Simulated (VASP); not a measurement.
# Ta (Fmmm) in VASP: single point with PBEsol

Aim: the single point of Ta with PBEsol.

Everything below comes from runs of VASP 6.6.1. Logs are shortened: lines on timing, memory, paths and dates and some standing lists are left out, and cuts for length are marked.

## 1. The cell of the first run

The typed cell holds 2 atoms: a = 2.839 Å, b = 3.279 Å, c = 4.641 Å, α = 90.00°, β = 90.00°, γ = 125.28°.

## 2. Single point, PBEsol

File INCAR:

```
SYSTEM = Ta
ALGO = Fast ; EDIFF = 1E-7
ENCUT = 520 ; GGA = PS
ISIF = 2 ; ISMEAR = 0
LASPH = .TRUE. ; LCHARG = .FALSE.
LREAL = .FALSE. ; LWAVE = .FALSE.
NBANDS = 18 ; NELM = 60
PREC = Accurate ; SIGMA = 0.15
```

File KPOINTS:

```
k-points
0
G
  12 12 8
  0 0 0
```

File POSCAR:

```
Ta
1.0
    2.8269634025     -0.2610275252      0.0000151314
   -1.6395381691      2.8397780058      0.0000044240
    0.0000268721      0.0000245866      4.6407528587
Ta
2
Direct
    0.5000004817      0.2499990038      0.7500008927
    0.4999995183      0.7500009962      0.2499991073
```

Potentials or basis: VASP PAW PBE potentials, release 64 (Ta_pv).

Started as:

```
cat potpaw_PBE.64/Ta_pv/POTCAR > POTCAR
mpirun -np 1 vasp_std > vasp.out
```

OUTCAR:

```text
SYSTEM = Ta
   EDIFF = 1E-7
   ENCUT = 520
   GGA = PS
   ISIF = 2
   ISMEAR = 0
   LASPH = .TRUE.
   LREAL = .FALSE.
   NELM = 60
   PREC = Accurate

 ion  position               nearest neighbor table
   1  0.500  0.250  0.750-   2 2.84   2 2.84   2 2.84   2 2.84   2 3.28   2 3.28   2 3.28   2 3.28

   2  0.500  0.750  0.250-   1 2.84   1 2.84   1 2.84   1 2.84   1 3.28   1 3.28   1 3.28   1 3.28

  LATTYP: Found a simple monoclinic cell.
 ALAT       =     2.8389888073
 B/A-ratio  =     1.6346499313
 C/A-ratio  =     1.1550200445
 COS(beta)  =    -0.5775059791

  Lattice vectors:

 A1 = (  -2.8269634025,   0.2610275252,  -0.0000151314)
 A2 = (  -0.0000268721,  -0.0000245866,  -4.6407528587)
 A3 = (   1.6395381691,  -2.8397780058,  -0.0000044240)

Analysis of symmetry for initial positions (statically):
=====================================================================
 Subroutine PRICEL returns following result:

  LATTYP: Found a base centered monoclinic cell.
 ALAT       =     4.6354284832
 B/A-ratio  =     0.7073936671
 C/A-ratio  =     0.7075063756
 COS(beta)  =    -0.7066941666

  Lattice vectors:

 A1 = (  -1.1874372137,  -2.5787386618,  -0.0000361266)
 A2 = (  -2.8269634025,   0.2610275252,  -0.0000151314)
 A3 = (   2.0071868721,   1.1588432750,  -2.3203508003)

   2 primitive cells build up your supercell.

 Routine SETGRP: Setting up the symmetry group for a
 simple monoclinic supercell.

 Subroutine GETGRP returns: Found  4 space group operations
 (whereof  2 operations were pure point group operations)
 out of a pool of  4 trial point group operations.

The static configuration has the point symmetry S_2 .
 The point group associated with its full space group is C_2h.

Analysis of symmetry for dynamics (positions and initial velocities):
=====================================================================
 Subroutine PRICEL returns following result:

  LATTYP: Found a base centered monoclinic cell.
 ALAT       =     4.6354284832
 B/A-ratio  =     0.7073936671
 C/A-ratio  =     0.7075063756
 COS(beta)  =    -0.7066941666

  Lattice vectors:

 A1 = (  -1.1874372137,  -2.5787386618,  -0.0000361266)
 A2 = (  -2.8269634025,   0.2610275252,  -0.0000151314)
 A3 = (   2.0071868721,   1.1588432750,  -2.3203508003)

   2 primitive cells build up your supercell.

 Routine SETGRP: Setting up the symmetry group for a
 simple monoclinic supercell.

 Subroutine GETGRP returns: Found  4 space group operations
 (whereof  2 operations were pure point group operations)
 out of a pool of  4 trial point group operations.

The dynamic configuration has the point symmetry S_2 .
 The point group associated with its full space group is C_2h.

 Subroutine INISYM returns: Found  4 space group operations
 (whereof  2 operations are pure point group operations),
 and found     2 'primitive' translations

----------------------------------------------------------------------------------------

                                     Primitive cell

  volume of cell :      17.6348

  direct lattice vectors                    reciprocal lattice vectors
    -1.187437214 -2.578738662 -0.000036127    -0.034344563 -0.371968753 -0.215480109
    -2.826963403  0.261027525 -0.000015131    -0.339308416  0.156245078 -0.215481142
     2.007186872  1.158843275 -2.320350800     0.000002747  0.000004772 -0.430964557

  length of vectors
     2.838996341  2.838988807  3.279595206     0.431244686  0.431248012  0.430964557

  position of ions in fractional coordinates (direct lattice)
     0.000000000  0.000000000  0.500000000

  ion indices of the primitive-cell ions
   primitive index   ion index
                 1           1

----------------------------------------------------------------------------------------

 KPOINTS: k-points

Automatic generation of k-mesh.
 Grid dimensions read from file:
 generate k-points for:   12   12    8

 Generating k-lattice:

  Cartesian coordinates                     Fractional coordinates (reciprocal lattice)
     0.031137983  0.017977430 -0.000000276     0.083333333 -0.000000000  0.000000000
     0.002862150  0.030997471 -0.000000181    -0.000000000  0.083333333  0.000000000
    -0.000000156 -0.000000132  0.026935285     0.000000000 -0.000000000  0.125000000

  Length of vectors
     0.035954999  0.031129329  0.026935285

  Shift w.r.t. Gamma in fractional coordinates (k-lattice)
     0.000000000  0.000000000  0.000000000

 Subroutine IBZKPT returns following result:
 ===========================================

 Found    370 irreducible k-points:

 Following reciprocal coordinates:
            Coordinates               Weight
  0.000000  0.000000  0.000000      1.000000
  0.083333 -0.000000  0.000000      2.000000
  0.166667  0.000000 -0.000000      2.000000
  0.250000  0.000000  0.000000      2.000000
  0.333333 -0.000000  0.000000      2.000000
  0.416667 -0.000000  0.000000      2.000000
[... 16 lines left out ...]
 -0.250000  0.166667 -0.000000      2.000000
  0.166667  0.166667 -0.000000      2.000000
 [... further k-points ...]
   k-points           NKPTS =    370   k-points in BZ     NKDIM =    370   number of bands    NBANDS=     18
   number of dos      NEDOS =    301   number of ions     NIONS =      2
   total plane-waves  NPLWV =  20736
   dimension x,y,z NGX =    24 NGY =   24 NGZ =   36
   dimension x,y,z NGXF=    48 NGYF=   48 NGZF=   72
   ions per type =               2
   NGX,Y,Z   is equivalent  to a cutoff of  14.05, 12.17, 12.90 a.u.
   NGXF,Y,Z  is equivalent  to a cutoff of  28.11, 24.34, 25.79 a.u.
 SYSTEM =  Ta
   PREC   = accura    normal or accurate (medium, high low for compatibility)
   ISTART =      0    job   : 0-new  1-cont  2-samecut
   ICHARG =      2    charge: 1-file 2-atom 10-const
   ISPIN  =      1    spin polarized calculation?
   LNONCOLLINEAR =      F non collinear calculations
   LSORBIT =      F    spin-orbit coupling
   LASPH  =      T    aspherical Exc in radial PAW
   ENCUT  =  520.0 eV  38.22 Ry    6.18 a.u.   5.28  6.10  8.63*2*pi/ulx,y,z
   NELM   =     60;   NELMIN=  2; NELMDL= -5     # of ELM steps
   EDIFF  = 0.1E-06   stopping-criterion for ELM
   LREAL  =      F    real-space projection
   EDIFFG = 0.1E-05   stopping-criterion for IOM
   NSW    =      0    number of steps for IOM
   IBRION =     -1    ionic relax: 0-MD 1-quasi-New 2-CG
   NFREE  =      0    steps in history (QN), initial steepest desc. (CG)
   ISIF   =      2    stress and relaxation
   ISYM   =      2    0-nonsym 1-usesym 2-fastsym
   POTIM  = 0.5000    time-step for ionic-motion
   TEBEG  =    0.0;   TEEND  =   0.0 temperature during run
   PSTRESS=    0.0 pullay stress
   NELECT =      22.0000    total number of electrons
   NUPDOWN=      -1.0000    fix difference up-down
   EMIN   =  10.00;   EMAX   =-10.00  energy-range for DOS
   EFERMI =   0.00;   METHOD = LEGACY
   ISMEAR =     0;   SIGMA  =   0.15  broadening in eV -4-tet -1-fermi 0-gaus
   EFERMI_NEDOS =   21; number of points for ismear=-14 and -15
   IALGO  =     68    algorithm
   IMIX   =      4    mixing-type and parameters
     AMIX     =   0.40;   BMIX     =  1.00
     AMIX_MAG =   1.60;   BMIX_MAG =  1.00
  volume/ion in A,a.u.               =      17.63       119.01
  Fermi-wavevector in a.u.,A,eV,Ry     =   1.398778  2.643306 26.620873  1.956579
  Thomas-Fermi vector in A             =   2.521902
   LORBIT       =      0    0 simple, 1 ext, 2 COOP (PROOUT), +10 PAW based schemes
   GGA     = PS    functional components
   LHFCALC =     F    Hartree Fock is set to
   AEXX    =    0.0000 exact exchange contribution
   IVDW    =     0    specifies the selected vdW correction
   LEPSILON=     F    determine dielectric tensor
   LRPA    =     F    only Hartree local field effects (RPA)
 non-spin polarized calculation
 RMM-DIIS sequential band-by-band and
 Gauss-broadening in eV      SIGMA  =   0.15
  energy-cutoff  :      520.00
  volume of cell :       35.27
 maximum number of plane-waves:       966
 NGX is ok and might be reduce to    24
   NGX = 11   NGY = 13   NGZ = 17

 number of electron      22.0000007 magnetization

 Free energy of the ion-electron system (eV)
  ---------------------------------------------------
  ext. energy  EPLUGINS =         0.00000000
  ---------------------------------------------------
  free energy    TOTEN  =       -25.11547879 eV

  energy without entropy =      -25.08704535  energy(sigma->0) =      -25.10126207

 E-fermi :   5.4854     XC(G=0): -12.8360

 val. band max:        5.4758848804   @ k =   0.3333   0.5000   0.5000
 cond. band min:       5.4875237938   @ k =   0.4167   0.2500  -0.1250
 fundamental gap:      0.0116389134
 Fermi energy:         5.4853841261

 k-point     1 :       0.0000    0.0000    0.0000
  band No.  band energies     occupation
      1     -28.7072      2.00000
      2     -27.8493      2.00000
      3     -27.4490      2.00000
      4     -27.4446      2.00000
      5     -27.4436      2.00000
      6     -27.4398      2.00000
[... 10 lines left out ...]
     17      10.5179      0.00000
     18      13.5056      0.00000

 k-point     2 :       0.0833   -0.0000    0.0000
  band No.  band energies     occupation
      1     -28.6821      2.00000
      2     -27.8824      2.00000
      3     -27.5326      2.00000
      4     -27.5115      2.00000
      5     -27.4720      2.00000
      6     -27.4452      2.00000
[... 10 lines left out ...]
     17      11.3294      0.00000
     18      13.4321      0.00000

 k-point     3 :       0.1667    0.0000   -0.0000
  band No.  band energies     occupation
      1     -28.6130      2.00000
      2     -27.9716      2.00000
      3     -27.7797      2.00000
      4     -27.6793      2.00000
      5     -27.5489      2.00000
      6     -27.4466      2.00000
[... 412 lines left out ...]
 k-point    23 :      -0.2500    0.1667   -0.0000
  band No.  band energies     occupation
      1     -28.5354      2.00000
      2     -28.1137      2.00000
      3     -27.9394      2.00000
      4     -27.6209      2.00000
      5     -27.5102      2.00000
      6     -27.5082      2.00000
[... 10 lines left out ...]
     17      11.0421      0.00000
     18      15.4296      0.00000

 k-point    24 :       0.1667    0.1667   -0.0000
  band No.  band energies     occupation
      1     -28.4451      2.00000
      2     -28.2597      2.00000
      3     -28.1956      2.00000
      4     -27.7628      2.00000
      5     -27.6242      2.00000
      6     -27.5192      2.00000
[... 10 lines left out ...]
     17      10.9080      0.00000
     18      15.6721      0.00000

 [... further k-points ...]

------------------------ aborting loop because EDIFF is reached ----------------------------------------

  FORCE on cell =-STRESS in cart. coord.  units (eV):
  Direction    XX          YY          ZZ          XY          YZ          ZX
  --------------------------------------------------------------------------------------
  -------------------------------------------------------------------------------------
  Total        0.0404427      0.0393239      0.0444735      0.0007958      0.0000004      0.0000005
  in kB        1.8371710      1.7863495      2.0202770      0.0361514      0.0000197      0.0000225
  external PRESSURE =       1.8812658 kB  Pullay stress =       0.0000000 kB

 VOLUME and BASIS-vectors are now :
 -----------------------------------------------------------------------------
  energy-cutoff  :      520.00
  volume of cell :       35.27
      direct lattice vectors                 reciprocal lattice vectors
     2.826963403 -0.261027525  0.000015131     0.373655792  0.215729163 -0.000003307
    -1.639538169  2.839778006  0.000004424     0.034345800  0.371969657 -0.000002170
     0.000026872  0.000024587  4.640752859    -0.000001251 -0.000001058  0.215482279

 POSITION                                       TOTAL-FORCE (eV/Angst)
 -----------------------------------------------------------------------------------
      1.00362      0.57945      3.48058        -0.000000     -0.000000      0.000000
      0.18383      1.99933      1.16019         0.000000      0.000000     -0.000000
 -----------------------------------------------------------------------------------
    total drift:                                0.001091     -0.001605      0.000823

  FREE ENERGIE OF THE ION-ELECTRON SYSTEM (eV)
  ---------------------------------------------------
  free  energy   TOTEN  =       -25.1154787907 eV

  energy  without entropy=      -25.0870453509  energy(sigma->0) =      -25.10126207
```

Wall time 7.5 min (1 thread of AMD EPYC 7R13, shared host); peak memory 0.28 GiB.

Results:

* Free energy: -25.1155 eV
* Pressure: 0.2 GPa
* Band gap on the k mesh: zero (bands 11 and 12 overlap by 2.88 eV)

Caveat: the PAW data sets were made with another functional, which shifts forces and pressure a little; spin-orbit coupling is left out, which moves the levels of the heavy elements.
